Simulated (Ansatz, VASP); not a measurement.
## One calculation of Bi2Te3, two programs

```
Bi Te
1.0
     2.19300    1.26613   10.16567
    -2.19300    1.26613   10.16567
     0.00000   -2.53226   10.16567
Bi Te
2 3
Direct
  0.40000 0.40000 0.40000
  0.60000 0.60000 0.60000
  0.00000 0.00000 0.00000
  0.20950 0.20950 0.20950
  0.79050 0.79050 0.79050
```

Alike in both runs: task single point; functional PBE; k mesh 6 × 6 × 6; no spin polarisation.

```csv
,VASP,Ansatz
version,VASP 6.6.1,Ansatz 0.2.0
potentials or method,"VASP PAW PBE potentials, release 64 (Bi_d, Te), cutoff 520 eV","plane waves, PAW"
occupations,"methfessel-paxton of order 1, width 0.0441 eV",cold
valence electrons in the cell,48,78
```

```tsv
	VASP	Ansatz	Ansatz less VASP
pressure (GPa)	1.9	1.9	+0.02
traceless stress, the component that is largest in VASP (GPa)	-0.12	-0.12	-0.002
```

VASP's potentials hold 48 valence electrons a cell and Ansatz's 78, so a difference there can come from the potentials and not from the codes.

Spin-orbit coupling is off throughout.
